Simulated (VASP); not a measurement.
# Ca2O5 (cubic X2O5 type) (Pn-3m) in VASP: further runs

The runs below take Ca2O5 (cubic X2O5 type) through single point, with PBE.

All numbers are computed with VASP 6.6.1; they aren't measurements. Logs are shortened: lines on timing, memory, paths and dates and some standing lists are left out, and cuts for length are marked.

## (1) The cell of the first run

It takes space group Pn-3m (No. 224, cubic). Conventional cell: a = 5.600 Å, b = 5.600 Å, c = 5.600 Å, α = 90.00°, β = 90.00°, γ = 90.00°. Within 3.2 Å of Ca (site symmetry -3m) lie 12 O at 2.42 to 2.80 Å. Within 3.2 Å of O (site symmetry -3m) lie 6 O at 2.42 Å and 6 Ca at 2.80 Å. O (site symmetry -42m) has 4 Ca at 2.42 Å and 8 O at 2.42 to 2.80 Å within 3.2 Å.

## (2) Single point, PBE

Input file INCAR:

```
  ALGO = Normal
  EDIFF = 1E-7
  ENCUT = 520
  GGA = PE
  ISIF = 2
  ISMEAR = -1
  LASPH = T
  LCHARG = T
  LELF = T
  LREAL = F
  LVHAR = T
  LWAVE = F
  NBANDS = 63
  NELM = 60
  PREC = Accurate
  SIGMA = 0.06122561905347299
```

Input file KPOINTS:

```
k-points
0
Gamma
  10 10 10
```

Input file POSCAR:

```
Ca2O5
1.0
    5.5998517699      0.0000000000      0.0000000000
    0.0000000000      5.5998517699      0.0000000000
    0.0000000000      0.0000000000      5.5998517699
Ca O
4 10
Direct
    0.0000000000      0.0000000000      0.0000000000
    0.5000000000      0.5000000000      0.0000000000
    0.5000000000      0.0000000000      0.5000000000
    0.0000000000      0.5000000000      0.5000000000
    0.5000000000      0.0000000000      0.0000000000
    0.0000000000      0.5000000000      0.0000000000
    0.0000000000      0.0000000000      0.5000000000
    0.5000000000      0.5000000000      0.5000000000
    0.7500000000      0.7500000000      0.2500000000
    0.7500000000      0.2500000000      0.7500000000
    0.2500000000      0.7500000000      0.7500000000
    0.7500000000      0.2500000000      0.2500000000
    0.2500000000      0.7500000000      0.2500000000
    0.2500000000      0.2500000000      0.7500000000
```

Potentials or basis: VASP PAW PBE potentials, release 64 (Ca_sv, O).

Launch:

```sh
$ cat potpaw_PBE.64/Ca_sv/POTCAR potpaw_PBE.64/O/POTCAR > POTCAR
$ mpirun -np 1 vasp_std > vasp.out
```

OUTCAR:

```text
EDIFF = 1E-7
   ENCUT = 520
   GGA = PE
   ISIF = 2
   ISMEAR = -1
   LASPH = T
   LREAL = F
   NELM = 60
   PREC = Accurate

 ion  position               nearest neighbor table
   1  0.000  0.000  0.000-   9 2.42  10 2.42  11 2.42  12 2.42  13 2.42  14 2.42
   2  0.500  0.500  0.000-   9 2.42  10 2.42  11 2.42  12 2.42  13 2.42  14 2.42
   3  0.500  0.000  0.500-   9 2.42  10 2.42  11 2.42  12 2.42  13 2.42  14 2.42
   4  0.000  0.500  0.500-   9 2.42  10 2.42  11 2.42  12 2.42  13 2.42  14 2.42
   5  0.500  0.000  0.000-
   6  0.000  0.500  0.000-
   7  0.000  0.000  0.500-
   8  0.500  0.500  0.500-
   9  0.750  0.750  0.250-   1 2.42   2 2.42   3 2.42   4 2.42
  10  0.750  0.250  0.750-   1 2.42   2 2.42   3 2.42   4 2.42
  11  0.250  0.750  0.750-   1 2.42   2 2.42   3 2.42   4 2.42
  12  0.750  0.250  0.250-   1 2.42   2 2.42   3 2.42   4 2.42
  13  0.250  0.750  0.250-   1 2.42   2 2.42   3 2.42   4 2.42
  14  0.250  0.250  0.750-   1 2.42   2 2.42   3 2.42   4 2.42

  LATTYP: Found a simple cubic cell.
 ALAT       =     5.5998517699

  Lattice vectors:

 A1 = (   5.5998517699,   0.0000000000,   0.0000000000)
 A2 = (   0.0000000000,   5.5998517699,   0.0000000000)
 A3 = (   0.0000000000,   0.0000000000,   5.5998517699)

Analysis of symmetry for initial positions (statically):
=====================================================================
 Subroutine PRICEL returns:
 Original cell was already a primitive cell.

 Routine SETGRP: Setting up the symmetry group for a
 simple cubic supercell.

 Subroutine GETGRP returns: Found 48 space group operations
 (whereof 12 operations were pure point group operations)
 out of a pool of 48 trial point group operations.

The static configuration has the point symmetry D_3d.
 The point group associated with its full space group is O_h .

Analysis of symmetry for dynamics (positions and initial velocities):
=====================================================================
 Subroutine PRICEL returns:
 Original cell was already a primitive cell.

 Routine SETGRP: Setting up the symmetry group for a
 simple cubic supercell.

 Subroutine GETGRP returns: Found 48 space group operations
 (whereof 12 operations were pure point group operations)
 out of a pool of 48 trial point group operations.

The dynamic configuration has the point symmetry D_3d.
 The point group associated with its full space group is O_h .

 Subroutine INISYM returns: Found 48 space group operations
 (whereof 12 operations are pure point group operations),
 and found     1 'primitive' translations

----------------------------------------------------------------------------------------

                                     Primitive cell

  volume of cell :     175.6021

  direct lattice vectors                    reciprocal lattice vectors
     5.599851770  0.000000000  0.000000000     0.178576155  0.000000000  0.000000000
     0.000000000  5.599851770  0.000000000     0.000000000  0.178576155  0.000000000
     0.000000000  0.000000000  5.599851770     0.000000000  0.000000000  0.178576155

  length of vectors
     5.599851770  5.599851770  5.599851770     0.178576155  0.178576155  0.178576155

  position of ions in fractional coordinates (direct lattice)
     0.000000000  0.000000000  0.000000000
     0.500000000  0.500000000  0.000000000
     0.500000000  0.000000000  0.500000000
     0.000000000  0.500000000  0.500000000
     0.500000000  0.000000000  0.000000000
     0.000000000  0.500000000  0.000000000
     0.000000000  0.000000000  0.500000000
     0.500000000  0.500000000  0.500000000
     0.750000000  0.750000000  0.250000000
     0.750000000  0.250000000  0.750000000
     0.250000000  0.750000000  0.750000000
     0.750000000  0.250000000  0.250000000
     0.250000000  0.750000000  0.250000000
     0.250000000  0.250000000  0.750000000

  ion indices of the primitive-cell ions
   primitive index   ion index
                 1           1
                 2           2
                 3           3
                 4           4
                 5           5
                 6           6
                 7           7
                 8           8
                 9           9
                10          10
                11          11
                12          12
                13          13
                14          14

----------------------------------------------------------------------------------------

 KPOINTS: k-points

Automatic generation of k-mesh.
 Grid dimensions read from file:
 generate k-points for:   10   10   10

 Generating k-lattice:

  Cartesian coordinates                     Fractional coordinates (reciprocal lattice)
     0.017857616  0.000000000  0.000000000     0.100000000  0.000000000  0.000000000
     0.000000000  0.017857616  0.000000000     0.000000000  0.100000000  0.000000000
     0.000000000  0.000000000  0.017857616     0.000000000  0.000000000  0.100000000

  Length of vectors
     0.017857616  0.017857616  0.017857616

  Shift w.r.t. Gamma in fractional coordinates (k-lattice)
     0.000000000  0.000000000  0.000000000

 Subroutine IBZKPT returns following result:
 ===========================================

 Found     56 irreducible k-points:

 Following reciprocal coordinates:
            Coordinates               Weight
  0.000000  0.000000  0.000000      1.000000
  0.100000  0.000000  0.000000      6.000000
  0.200000  0.000000  0.000000      6.000000
  0.300000  0.000000  0.000000      6.000000
  0.400000  0.000000  0.000000      6.000000
  0.500000  0.000000  0.000000      3.000000
[... 16 lines left out ...]
  0.200000  0.100000  0.100000     24.000000
  0.300000  0.100000  0.100000     24.000000
 [... further k-points ...]
   k-points           NKPTS =     56   k-points in BZ     NKDIM =     56   number of bands    NBANDS=     63
   number of dos      NEDOS =    301   number of ions     NIONS =     14
   total plane-waves  NPLWV =  74088
   dimension x,y,z NGX =    42 NGY =   42 NGZ =   42
   dimension x,y,z NGXF=    84 NGYF=   84 NGZF=   84
   ions per type =               4  10
   NGX,Y,Z   is equivalent  to a cutoff of  12.47, 12.47, 12.47 a.u.
   NGXF,Y,Z  is equivalent  to a cutoff of  24.94, 24.94, 24.94 a.u.
 SYSTEM =  unknown system
   PREC   = accura    normal or accurate (medium, high low for compatibility)
   ISTART =      0    job   : 0-new  1-cont  2-samecut
   ICHARG =      2    charge: 1-file 2-atom 10-const
   ISPIN  =      1    spin polarized calculation?
   LNONCOLLINEAR =      F non collinear calculations
   LSORBIT =      F    spin-orbit coupling
   LASPH  =      T    aspherical Exc in radial PAW
   ENCUT  =  520.0 eV  38.22 Ry    6.18 a.u.  10.41 10.41 10.41*2*pi/ulx,y,z
   NELM   =     60;   NELMIN=  2; NELMDL= -5     # of ELM steps
   EDIFF  = 0.1E-06   stopping-criterion for ELM
   LREAL  =      F    real-space projection
   EDIFFG = 0.1E-05   stopping-criterion for IOM
   NSW    =      0    number of steps for IOM
   IBRION =     -1    ionic relax: 0-MD 1-quasi-New 2-CG
   NFREE  =      0    steps in history (QN), initial steepest desc. (CG)
   ISIF   =      2    stress and relaxation
   ISYM   =      2    0-nonsym 1-usesym 2-fastsym
   POTIM  = 0.5000    time-step for ionic-motion
   TEBEG  =    0.0;   TEEND  =   0.0 temperature during run
   PSTRESS=    0.0 pullay stress
   NELECT =     100.0000    total number of electrons
   NUPDOWN=      -1.0000    fix difference up-down
   EMIN   =  10.00;   EMAX   =-10.00  energy-range for DOS
   EFERMI =   0.00;   METHOD = LEGACY
   ISMEAR =    -1;   SIGMA  =   0.06  broadening in eV -4-tet -1-fermi 0-gaus
   EFERMI_NEDOS =   21; number of points for ismear=-14 and -15
   IALGO  =     38    algorithm
   IMIX   =      4    mixing-type and parameters
     AMIX     =   0.40;   BMIX     =  1.00
     AMIX_MAG =   1.60;   BMIX_MAG =  1.00
  volume/ion in A,a.u.               =      12.54        84.64
  Fermi-wavevector in a.u.,A,eV,Ry     =   1.356954  2.564270 25.052718  1.841323
  Thomas-Fermi vector in A             =   2.483913
   LORBIT       =      0    0 simple, 1 ext, 2 COOP (PROOUT), +10 PAW based schemes
   GGA     = PE    functional components
   LHFCALC =     F    Hartree Fock is set to
   AEXX    =    0.0000 exact exchange contribution
   IVDW    =     0    specifies the selected vdW correction
   LEPSILON=     F    determine dielectric tensor
   LRPA    =     F    only Hartree local field effects (RPA)
 non-spin polarized calculation
  energy-cutoff  :      520.00
  volume of cell :      175.60
 maximum number of plane-waves:      4761
 NGX is ok and might be reduce to    42
   NGX = 21   NGY = 21   NGZ = 21

 number of electron     100.0000000 magnetization

 number of electron      99.9999923 magnetization

 Free energy of the ion-electron system (eV)
  ---------------------------------------------------
  ext. energy  EPLUGINS =         0.00000000
  ---------------------------------------------------
  free energy    TOTEN  =       -67.43868468 eV

  energy without entropy =      -67.11791103  energy(sigma->0) =      -67.27829785

 E-fermi :   1.6665     XC(G=0): -10.3617

 val. band max:        1.6641535579   @ k =   0.3000   0.0000   0.0000
 cond. band min:       1.6685022084   @ k =   0.5000   0.3000   0.2000
 fundamental gap:      0.0043486505
 Fermi energy:         1.6665317093

 k-point     1 :       0.0000    0.0000    0.0000
  band No.  band energies     occupation
      1     -36.4969      2.00000
      2     -36.4709      2.00000
      3     -36.4709      2.00000
      4     -36.4709      2.00000
      5     -18.0945      2.00000
      6     -18.0945      2.00000
[... 1549 lines left out ...]
     61       8.8642      0.00000
     62       8.8692      0.00000

 [... further k-points ...]

 [bands above 62 left out]

------------------------ aborting loop because EDIFF is reached ----------------------------------------

  FORCE on cell =-STRESS in cart. coord.  units (eV):
  Direction    XX          YY          ZZ          XY          YZ          ZX
  --------------------------------------------------------------------------------------
  -------------------------------------------------------------------------------------
  Total       -3.4764259     -3.4764259     -3.4764259      0.0000000      0.0000000      0.0000000
  in kB      -31.7185964    -31.7185964    -31.7185964      0.0000000      0.0000000      0.0000000
  external PRESSURE =     -31.7185964 kB  Pullay stress =       0.0000000 kB

 VOLUME and BASIS-vectors are now :
 -----------------------------------------------------------------------------
  energy-cutoff  :      520.00
  volume of cell :      175.60
      direct lattice vectors                 reciprocal lattice vectors
     5.599851770  0.000000000  0.000000000     0.178576155  0.000000000  0.000000000
     0.000000000  5.599851770  0.000000000     0.000000000  0.178576155  0.000000000
     0.000000000  0.000000000  5.599851770     0.000000000  0.000000000  0.178576155

 POSITION                                       TOTAL-FORCE (eV/Angst)
 -----------------------------------------------------------------------------------
      0.00000      0.00000      0.00000         0.000000      0.000000      0.000000
      2.79993      2.79993      0.00000         0.000000      0.000000      0.000000
      2.79993      0.00000      2.79993         0.000000      0.000000      0.000000
      0.00000      2.79993      2.79993         0.000000      0.000000      0.000000
      2.79993      0.00000      0.00000         0.000000      0.000000      0.000000
      0.00000      2.79993      0.00000         0.000000      0.000000      0.000000
      0.00000      0.00000      2.79993         0.000000      0.000000      0.000000
      2.79993      2.79993      2.79993         0.000000      0.000000      0.000000
      4.19989      4.19989      1.39996        -0.000000      0.000000     -0.000000
      4.19989      1.39996      4.19989         0.000000     -0.000000     -0.000000
      1.39996      4.19989      4.19989         0.000000      0.000000      0.000000
      4.19989      1.39996      1.39996        -0.000000     -0.000000     -0.000000
      1.39996      4.19989      1.39996        -0.000000      0.000000     -0.000000
      1.39996      1.39996      4.19989        -0.000000     -0.000000      0.000000
 -----------------------------------------------------------------------------------
    total drift:                                0.000000      0.000000     -0.000000

  FREE ENERGIE OF THE ION-ELECTRON SYSTEM (eV)
  ---------------------------------------------------
  free  energy   TOTEN  =       -67.4386846782 eV

  energy  without entropy=      -67.1179110277  energy(sigma->0) =      -67.27829785
```

Run time: 25 min. Hardware: 1 thread of Intel Xeon 8259CL, shared host; peak memory 0.54 GiB.

What came out:

- Free energy: -67.4387 eV
- Pressure: -3.2 GPa
- Band gap on the k mesh: zero (bands 50 and 51 overlap by 0.21 eV)

Levels at points of the mesh, in eV from the Fermi level:
| k point | band 47 | band 48 | band 49 | band 50 | band 51 | band 52 | band 53 | band 54 |
| --- | --- | --- | --- | --- | --- | --- | --- | --- |
| (0.00, 0.00, 0.00) | -0.67 | 0.09 | 0.09 | 0.09 | 0.34 | 0.34 | 0.34 | 0.37 |
| (0.50, 0.00, 0.00) | -0.47 | -0.47 | -0.22 | -0.22 | 0.01 | 0.01 | 0.04 | 0.04 |
| (0.50, 0.50, 0.00) | -0.33 | -0.33 | -0.30 | -0.30 | 0.23 | 0.23 | 0.26 | 0.26 |
| (0.50, 0.50, 0.50) | -1.23 | -0.07 | -0.07 | -0.05 | -0.05 | -0.05 | 0.11 | 0.11 |

Caveat: the cell stands under tension; semilocal functionals underestimate gaps, so a narrow gap can read as zero.

(Continued in part 2 of 2.)
